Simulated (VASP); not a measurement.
InSe:

```
In Se
1.0
     4.03259    0.00000    0.00000
    -2.01630    3.49233    0.00000
     0.00000    0.00000   16.75789
In Se
4 4
Direct
  0.33333 0.66667 0.16663
  0.66667 0.33333 0.66663
  0.33333 0.66667 0.33337
  0.66667 0.33333 0.83337
  0.33333 0.66667 0.58973
  0.66667 0.33333 0.08973
  0.33333 0.66667 0.91027
  0.66667 0.33333 0.41027
```

Base run:

```yaml
Program: VASP 6.6.1
Functional: TB-mBJ
Potentials_or_basis: VASP PAW PBE potentials, release 64 (In_d, Se)
Cutoff: 520 eV
k_mesh: 9 × 9 × 2
Occupations: gaussian, width 0.03 eV
Spin: no spin polarisation
```

Its results: band gap on the k mesh 1.16 eV.

Question: The run is repeated on the same cell with these changes: functional from TB-mBJ to r2SCAN. What comes out?

Answer: Band gap on the k mesh 0.78 eV.

Caveats: spin-orbit coupling is left out, which moves the levels of the heavy elements.
